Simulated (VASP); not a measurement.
TaAl2:

```xyz
3
Lattice="3.6288 0.0000 0.0000 -1.8144 3.1426 0.0000 0.0000 0.0000 3.9434" Properties=species:S:1:pos:R:3 pbc="T T T"
Ta    0.0000    0.0000    0.0000
Al    0.0000    2.0951    1.9717
Al    1.8144    1.0475    1.9717
```

| Item | Value |
| --- | --- |
| Program | VASP 6.6.1 |
| Task | relaxation of cell and atoms |
| Functional | PBE |
| Potentials or basis | VASP PAW PBE potentials, release 64 (Ta_pv, Al) |
| Cutoff | 600 eV |
| k mesh | 6 × 6 × 4 |
| Occupations | gaussian, width 0.1 eV |
| Spin | no spin polarisation |

At the start: pressure 31.5 GPa; volume 14.99 Å³/atom.

Where does the relaxation end?

Over 15 steps the energy falls by 1158.5 meV/atom and the volume is 16.24 Å³/atom (+8.3 %); space group P6/mmm (No. 191, to 0.05 Å).

Step by step:
| step | energy change (eV) | largest force (eV/Å) | pressure (GPa) | volume (Å³) |
| --- | --- | --- | --- | --- |
| 1 | 0.0000 | 0.0000 | 31.52 | 44.97 |
| 2 | -1.5239 | 0.0000 | -19.62 | 64.92 |
| 3 | -2.0685 | 0.0000 | -9.66 | 56.44 |
| 4 | -2.7026 | 0.0000 | -1.91 | 50.53 |
| 5 | -3.0830 | 0.0000 | 5.53 | 47.23 |
| 6 | -2.4924 | 0.0000 | 40.20 | 40.45 |
| 7 | -3.2157 | 0.0000 | 11.25 | 45.45 |
| 8 | -3.2245 | 0.0000 | 13.99 | 44.75 |
| 9 | -3.2919 | 0.0000 | 13.54 | 45.17 |
| 10 | -3.3338 | 0.0000 | 13.07 | 45.04 |
| 11 | -3.4686 | 0.0000 | 2.32 | 47.96 |
| 12 | -3.4736 | 0.0000 | -0.05 | 48.73 |
| 13 | -3.4736 | 0.0000 | 0.18 | 48.66 |
| 14 | -3.4747 | 0.0000 | 0.11 | 48.69 |
| 15 | -3.4754 | 0.0000 | 0.05 | 48.72 |

Final structure:
```xyz
3
Lattice="4.4506 0.0000 0.0000 -2.2253 3.8543 0.0000 0.0000 0.0000 2.8404" Properties=species:S:1:pos:R:3 pbc="T T T"
Ta    0.0000    0.0000    2.8404
Al    0.0000    2.5696    1.4202
Al    2.2253    1.2848    1.4202
```

Caveat: the k points lie up to 0.55 Å⁻¹ apart in the final cell.
